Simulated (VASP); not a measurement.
Set up this calculation in VASP 6.6.1, as the native input.

```yaml
Task: single point
Functional: PBE
Potentials_or_basis: VASP PAW PBE potentials, release 64 (Ga_d, N)
Cutoff: 520 eV
k_mesh: 10 × 10 × 10
Occupations: gaussian, width 0.05 eV
Spin: no spin polarisation
Dipole_correction: no
Further_INCAR_settings: ALGO = Normal; EDIFF = 1e-07; NBANDS = 16
```

The structure of GaN lies in POSCAR:

```
GaN
1.0
    0.0000000000      2.2742384873      2.3083520646
    2.2742384873      0.0000000000      2.3083520646
    2.2742384873      2.2742384873      0.0000000000
Ga N
1 1
Direct
    0.0000000000      0.0000000000      0.0000000000
    0.7500000000      0.7500000000      0.7500000000
```

This cell differs from its parent crystal: strain +0.0150 x Voigt [0, 0, 1, 0, 0, 0].

The input as run:

INCAR

```
  PREC = Accurate
  ENCUT = 520
  EDIFF = 1E-7
  ISMEAR = 0
  SIGMA = 0.05
  LREAL = False
  LASPH = True
  NELM = 100
  ALGO = Normal
  ISIF = 2
  LWAVE = False
  LCHARG = False
  GGA = PE
  NBANDS = 16
```

KPOINTS

```
Automatic mesh
0
Gamma
  10 10 10
```

Potentials or basis: VASP PAW PBE potentials, release 64 (Ga_d, N).

The run is started by

```sh
$ cat potpaw_PBE.64/Ga_d/POTCAR potpaw_PBE.64/N/POTCAR > POTCAR
$ mpirun -np 1 vasp_std > vasp.out
```

It gave:

The pressure is -2.4 GPa. The band gap on the k mesh is 1.43 eV, direct.

Caveat: the cell differs from its parent crystal (strain +0.0150 x Voigt [0, 0, 1, 0, 0, 0]).

Run time: 43 s on 1 thread of Intel Xeon 8259CL, on a shared host, peak memory 0.16 GiB.
